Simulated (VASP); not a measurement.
# SnSe (F-43m) in VASP: settings compared

SnSe is run at these levels: PBEsol-based global hybrid with 25 % exact exchange, B3LYP, HSE06; tasks: single point.

Everything below comes from runs of VASP 6.6.1. Logs are shortened: lines on timing, memory, paths and dates and some standing lists are left out, and cuts for length are marked.

## 1. The cell of the first run

The structure is cubic, space group F-43m (No. 216). The conventional cell has a = 6.782 Å, b = 6.782 Å, c = 6.782 Å, α = 90.00°, β = 90.00°, γ = 90.00°. Sn (site symmetry -43m) has 4 Se at 2.94 Å within 3.9 Å. Within 3.9 Å of Se (site symmetry -43m) lie 4 Sn at 2.94 Å.

## 2. Single point, PBEsol-based global hybrid with 25 % exact exchange

POSCAR

```
SnSe
1.0
    0.0000000000      3.3908400000      3.3908400000
    3.3908400000      0.0000000000      3.3908400000
    3.3908400000      3.3908400000      0.0000000000
Sn Se
1 1
Direct
    0.0000000000      0.0000000000      0.0000000000
    0.7500000000      0.7500000000      0.7500000000
```

INCAR.step1

```
SYSTEM = SnSe
  PREC = Accurate
  ENCUT = 520
  EDIFF = 1E-5
  ISMEAR = -1
  SIGMA = 0.05
  LREAL = .FALSE.
  LASPH = .TRUE.
  NELM = 80
  ALGO = Normal
  ISIF = 2
  LWAVE = .TRUE.
  LCHARG = .FALSE.
  NBANDS = 17
  GGA = PE
```

INCAR.step2

```
SYSTEM = SnSe
  PREC = Accurate
  ENCUT = 520
  EDIFF = 1E-6
  ISMEAR = -1
  SIGMA = 0.05
  LREAL = .FALSE.
  LASPH = .TRUE.
  NELM = 80
  ALGO = Normal
  ISIF = 2
  LWAVE = .FALSE.
  LCHARG = .FALSE.
  GGA = PS
  LHFCALC = .TRUE.
  AEXX = 0.25
  PRECFOCK = Normal
  NBANDS = 17
  ISTART = 1
```

KPOINTS

```
Automatic mesh
0
G
  4 4 4
  0 0 0
```

Potentials or basis: VASP PAW PBE potentials, release 64 (Sn_d, Se).

Launch:

```
$ cat potpaw_PBE.64/Sn_d/POTCAR potpaw_PBE.64/Se/POTCAR > POTCAR
$ cp INCAR.step1 INCAR
$ mpirun -np 1 vasp_std > vasp.out
$ cp INCAR.step2 INCAR
$ mpirun -np 1 vasp_std > vasp.out
```

OUTCAR:

```text
SYSTEM = SnSe
   PREC = Accurate
   ENCUT = 520
   EDIFF = 1E-6
   ISMEAR = -1
   LREAL = .FALSE.
   LASPH = .TRUE.
   NELM = 80
   ISIF = 2
   GGA = PS
   LHFCALC = .TRUE.
   AEXX = 0.25
   PRECFOCK = Normal
   ISTART = 1

 ion  position               nearest neighbor table
   1  0.000  0.000  0.000-   2 2.94   2 2.94   2 2.94   2 2.94
   2  0.750  0.750  0.750-   1 2.94   1 2.94   1 2.94   1 2.94

  LATTYP: Found a face centered cubic cell.
 ALAT       =     6.7816800000

  Lattice vectors:

 A1 = (   0.0000000000,   3.3908400000,   3.3908400000)
 A2 = (   3.3908400000,   0.0000000000,   3.3908400000)
 A3 = (   3.3908400000,   3.3908400000,   0.0000000000)

Analysis of symmetry for initial positions (statically):
=====================================================================
 Subroutine PRICEL returns:
 Original cell was already a primitive cell.

 Routine SETGRP: Setting up the symmetry group for a
 face centered cubic supercell.

 Subroutine GETGRP returns: Found 24 space group operations
 (whereof 24 operations were pure point group operations)
 out of a pool of 48 trial point group operations.

The static configuration has the point symmetry T_d .

Analysis of symmetry for dynamics (positions and initial velocities):
=====================================================================
 Subroutine PRICEL returns:
 Original cell was already a primitive cell.

 Routine SETGRP: Setting up the symmetry group for a
 face centered cubic supercell.

 Subroutine GETGRP returns: Found 24 space group operations
 (whereof 24 operations were pure point group operations)
 out of a pool of 48 trial point group operations.

The dynamic configuration has the point symmetry T_d .

 Subroutine INISYM returns: Found 24 space group operations
 (whereof 24 operations are pure point group operations),
 and found     1 'primitive' translations

----------------------------------------------------------------------------------------

                                     Primitive cell

  volume of cell :      77.9744

  direct lattice vectors                    reciprocal lattice vectors
     0.000000000  3.390840000  3.390840000    -0.147456088  0.147456088  0.147456088
     3.390840000  0.000000000  3.390840000     0.147456088 -0.147456088  0.147456088
     3.390840000  3.390840000  0.000000000     0.147456088  0.147456088 -0.147456088
[... 71 lines left out ...]
   IBRION =     -1    ionic relax: 0-MD 1-quasi-New 2-CG
   NFREE  =      0    steps in history (QN), initial steepest desc. (CG)
   ISIF   =      2    stress and relaxation
   ISYM   =      3    0-nonsym 1-usesym 2-fastsym
   POTIM  = 0.5000    time-step for ionic-motion
   TEBEG  =    0.0;   TEEND  =   0.0 temperature during run
   PSTRESS=    0.0 pullay stress
   NELECT =      20.0000    total number of electrons
   NUPDOWN=      -1.0000    fix difference up-down
   EMIN   =  10.00;   EMAX   =-10.00  energy-range for DOS
   EFERMI =   0.00;   METHOD = LEGACY
   ISMEAR =    -1;   SIGMA  =   0.05  broadening in eV -4-tet -1-fermi 0-gaus
   EFERMI_NEDOS =   21; number of points for ismear=-14 and -15
   IALGO  =     38    algorithm
   IMIX   =      1    mixing-type and parameters
     AMIX     =   0.40;   BMIX     =  1.00
     AMIX_MAG =   1.60;   BMIX_MAG =  1.00
  volume/ion in A,a.u.               =      38.99       263.10
  Fermi-wavevector in a.u.,A,eV,Ry     =   1.040162  1.965621 14.720638  1.081936
  Thomas-Fermi vector in A             =   2.174725
   LORBIT       =      0    0 simple, 1 ext, 2 COOP (PROOUT), +10 PAW based schemes
   GGA     = PS    functional components
   LHFCALC =     T    Hartree Fock is set to
   PRECFOCK=normal    Normal, Fast or Accurate (Low or Medium for compatibility)
   ENCUT4O =  -1.0   cutoff for four orbital integrals eV
   NKREDX  =     1    reduce k-point grid by
   NKREDY  =     1    reduce k-point grid by
   NKREDZ  =     1    reduce k-point grid by
   AEXX    =    0.2500 exact exchange contribution
   HFSCREEN=    0.0000 screening length (either q_TF or 0.3 A-1)
   HFSCREENC=   0.0000 screening length for correlation (either q_TF or 0.3 A-1)
   ENCUTFOCK=  -1.0 apply spherical cutoff to Coloumb kernel
   IVDW    =     0    specifies the selected vdW correction
   LEPSILON=     F    determine dielectric tensor
   LRPA    =     F    only Hartree local field effects (RPA)
 non-spin polarized calculation
  energy-cutoff  :      520.00
  volume of cell :       77.97
 maximum number of plane-waves:      2120
  NGX = 28; NGY = 28; NGZ = 28

 number of electron      20.0000005 magnetization

 Free energy of the ion-electron system (eV)
  ---------------------------------------------------
  ext. energy  EPLUGINS =         0.00000000
  ---------------------------------------------------
  free energy    TOTEN  =       -10.60964881 eV

  energy without entropy =      -10.60964038  energy(sigma->0) =      -10.60964460

 E-fermi :   2.6403     XC(G=0):  -6.2998

 val. band max:        2.1362752561   @ k =  -0.2500   0.5000   0.2500
 cond. band min:       3.1097556758   @ k =   0.5000   0.5000   0.0000
 fundamental gap:      0.9734804196
 Fermi energy:         2.6403418552

 k-point     1 :       0.0000    0.0000    0.0000
  band No.  band energies     occupation
      1     -21.9302      2.00000
      2     -21.9301      2.00000
      3     -21.9301      2.00000
      4     -21.9145      2.00000
      5     -21.9145      2.00000
      6     -12.5290      2.00000
[... 137 lines left out ...]
      4     -21.9157      2.00000
      5     -21.9138      2.00000
      6     -11.8463      2.00000
[... 9 lines left out ...]
     16      12.1570      0.00000
     17      12.4975      0.00000

------------------------ aborting loop because EDIFF is reached ----------------------------------------

  FORCE on cell =-STRESS in cart. coord.  units (eV):
  Direction    XX          YY          ZZ          XY          YZ          ZX
  --------------------------------------------------------------------------------------
  -------------------------------------------------------------------------------------
  Total       -0.9288188     -0.9288188     -0.9288188     -0.0000000     -0.0000000     -0.0000000
  in kB      -19.0848909    -19.0848909    -19.0848909     -0.0000000     -0.0000000     -0.0000000
  external PRESSURE =     -19.0848909 kB  Pullay stress =       0.0000000 kB

 VOLUME and BASIS-vectors are now :
 -----------------------------------------------------------------------------
  energy-cutoff  :      520.00
  volume of cell :       77.97
      direct lattice vectors                 reciprocal lattice vectors
     0.000000000  3.390840000  3.390840000    -0.147456088  0.147456088  0.147456088
     3.390840000  0.000000000  3.390840000     0.147456088 -0.147456088  0.147456088
     3.390840000  3.390840000  0.000000000     0.147456088  0.147456088 -0.147456088

 POSITION                                       TOTAL-FORCE (eV/Angst)
 -----------------------------------------------------------------------------------
      0.00000      0.00000      0.00000        -0.000000      0.000000     -0.000000
      5.08626      5.08626      5.08626         0.000000     -0.000000      0.000000
 -----------------------------------------------------------------------------------
    total drift:                                0.000012      0.000035      0.000018

  FREE ENERGIE OF THE ION-ELECTRON SYSTEM (eV)
  ---------------------------------------------------
  free  energy   TOTEN  =       -10.6096488093 eV

  energy  without entropy=      -10.6096403849  energy(sigma->0) =      -10.60964460
```

OSZICAR.step1:

```text
N       E                     dE             d eps       ncg     rms          rms(c)
DAV:   1     0.136400793452E+03    0.13640E+03   -0.95990E+03   272   0.122E+03
DAV:   2     0.606200516338E+01   -0.13034E+03   -0.12676E+03   305   0.326E+02
DAV:   3    -0.771647615611E+01   -0.13778E+02   -0.13530E+02   319   0.982E+01
DAV:   4    -0.810001780438E+01   -0.38354E+00   -0.38326E+00   316   0.178E+01
DAV:   5    -0.811214439289E+01   -0.12127E-01   -0.12126E-01   394   0.307E+00    0.325E+00
DAV:   6    -0.776557183159E+01    0.34657E+00   -0.10179E+00   378   0.458E+00    0.200E+00
DAV:   7    -0.776672909721E+01   -0.11573E-02   -0.91238E-02   282   0.131E+00    0.105E+00
DAV:   8    -0.776902167949E+01   -0.22926E-02   -0.15446E-02   345   0.985E-01    0.153E-01
DAV:   9    -0.776851667582E+01    0.50500E-03   -0.69093E-03   352   0.455E-01    0.890E-02
DAV:  10    -0.776886234984E+01   -0.34567E-03   -0.11967E-03   294   0.158E-01    0.425E-02
DAV:  11    -0.776890863082E+01   -0.46281E-04   -0.22245E-04   286   0.788E-02    0.153E-02
DAV:  12    -0.776892833844E+01   -0.19708E-04   -0.14133E-04   295   0.579E-02    0.859E-03
DAV:  13    -0.776892691271E+01    0.14257E-05   -0.39216E-05   295   0.257E-02
   1 F= -.77689269E+01 E0= -.77648312E+01  d E =-.819150E-02
```

Wall time 22 min (1 thread of Intel Xeon 8259CL, shared host); peak memory 0.22 GiB.

Results:

- Free energy: -10.6096 eV
- Pressure: -1.9 GPa
- Band gap on the k mesh: 0.97 eV (least direct gap 1.71 eV)

Caveat: the PAW data sets were made with another functional, which shifts forces and pressure a little; spin-orbit coupling is left out, which moves the levels of the heavy elements. A k mesh can miss the band edges.

## 3. Single point, B3LYP

POSCAR is that of step 2.

INCAR.step1

```
PREC = Accurate ; ENCUT = 520
EDIFF = 1E-5 ; ISMEAR = -1
SIGMA = 0.05 ; LREAL = F
LASPH = T ; NELM = 100
ALGO = Normal ; ISIF = 2
LWAVE = T ; LCHARG = F
NBANDS = 17 ; GGA = PE
```

INCAR.step2

```
PREC = Accurate ; ENCUT = 520
EDIFF = 1E-7 ; ISMEAR = -1
SIGMA = 0.05 ; LREAL = F
LASPH = T ; NELM = 100
ALGO = Normal ; ISIF = 2
LWAVE = F ; LCHARG = F
GGA = B3 ; LHFCALC = T
AEXX = 0.2 ; AGGAX = 0.72
AGGAC = 0.81 ; ALDAC = 0.19
PRECFOCK = Normal ; NBANDS = 17
ISTART = 1
```

KPOINTS

```
Automatic mesh
0
Gamma
  4 4 4
```

Potentials or basis: VASP PAW PBE potentials, release 64 (Sn_d, Se).

Launch:

```
$ cat potpaw_PBE.64/Sn_d/POTCAR potpaw_PBE.64/Se/POTCAR > POTCAR
$ cp INCAR.step1 INCAR
$ mpirun -np 1 vasp_std > vasp.out
$ cp INCAR.step2 INCAR
$ mpirun -np 1 vasp_std > vasp.out
```

It took 30 min on 1 thread of Intel Xeon 8259CL, shared host; peak memory 0.23 GiB.

It converged, with:

* Free energy: -8.9625 eV
* Pressure: 0.9 GPa
* Band gap on the k mesh: 0.90 eV (least direct gap 1.58 eV)

Levels at points of the mesh, in eV from the valence-band top:
```
           k point  band 8  band 9  band 10  band 11  band 12  band 13
(0.00, 0.00, 0.00)   -2.47   -2.47    -2.47     2.40     2.40     2.40
(0.50, 0.00, 0.00)   -3.02   -3.02    -2.31     3.19     3.19     4.29
(0.50, 0.50, 0.00)   -3.74   -3.74    -0.67     0.90     5.35     5.35
```

Caveat: the PAW data sets were made with another functional, which shifts forces and pressure a little; spin-orbit coupling is left out, which moves the levels of the heavy elements. A k mesh can miss the band edges.

## 4. Single point, HSE06

POSCAR is that of step 3.

INCAR.step1

```
SYSTEM = SnSe
PREC = Accurate ; ENCUT = 520
EDIFF = 1E-5 ; ISMEAR = -1
SIGMA = 0.05 ; LREAL = .FALSE.
LASPH = .TRUE. ; NELM = 80
ALGO = Normal ; ISIF = 2
LWAVE = .TRUE. ; GGA = PE
NBANDS = 17
```

INCAR.step2

```
SYSTEM = SnSe
PREC = Accurate ; ENCUT = 520
EDIFF = 1E-6 ; ISMEAR = -1
SIGMA = 0.05 ; LREAL = .FALSE.
LASPH = .TRUE. ; NELM = 80
ALGO = Normal ; ISIF = 2
LWAVE = .FALSE. ; LCHARG = .TRUE.
GGA = PE ; LHFCALC = .TRUE.
HFSCREEN = 0.2079 ; PRECFOCK = Normal
LELF = .TRUE. ; LVHAR = .TRUE.
ISTART = 1 ; NBANDS = 17
```

KPOINTS

```
Automatic mesh
0
G
  4 4 4
  0 0 0
```

Launch:

```
$ cat potpaw_PBE.64/Sn_d/POTCAR potpaw_PBE.64/Se/POTCAR > POTCAR
$ cp INCAR.step1 INCAR
$ mpirun -np 1 vasp_std > vasp.out
$ cp INCAR.step2 INCAR
$ mpirun -np 1 vasp_std > vasp.out
```

It took 26 min on 1 thread of Intel Xeon 8259CL, shared host; peak memory 0.33 GiB.

Results (log left out):

```
Free energy            : -9.2128 eV
Pressure               : -0.7 GPa
Band gap on the k mesh : 0.40 eV (least direct gap 1.09 eV)
```

Levels at points of the mesh, in eV from the valence-band top:
```csv
k point,band 8,band 9,band 10,band 11,band 12,band 13
"(0.00, 0.00, 0.00)",-2.59,-2.59,-2.59,1.94,1.94,1.94
"(0.50, 0.00, 0.00)",-3.13,-3.13,-2.31,2.73,2.73,3.84
"(0.50, 0.50, 0.00)",-3.86,-3.86,-0.69,0.40,4.96,4.96
```

Caveat: the PAW data sets were made with another functional, which shifts forces and pressure a little; spin-orbit coupling is left out, which moves the levels of the heavy elements. A k mesh can miss the band edges.

## 5. Overview

```csv
level,share of exact exchange,screening parameter,gap on the mesh (eV),pressure (GPa)
PBEsol-based global hybrid with 25 % exact exchange,0.25,-,0.97,-1.9
B3LYP,0.2,-,0.90,0.9
HSE06,0.25,0.2079 1/Å,0.40,-0.7
```

Alike in all rows: task single point; potentials or basis VASP PAW PBE potentials, release 64 (Sn_d, Se); no spin polarisation; cell as given; k mesh 4 × 4 × 4; cutoff (eV) 520; smearing fermi-dirac 0.05 eV.

On the cell as given the gap runs from 0.40 eV (HSE06) to 0.97 eV (PBEsol-based global hybrid with 25 % exact exchange). The pressure there spans -1.9 GPa (PBEsol-based global hybrid with 25 % exact exchange) to 0.9 GPa (B3LYP); a positive pressure means that this level wants a larger cell, a negative one a smaller.

Caveats: the PAW data sets were made with another functional, which shifts forces and pressure a little; spin-orbit coupling is left out, which moves the levels of the heavy elements.

Absolute energies hang on the potentials; compare differences alone.
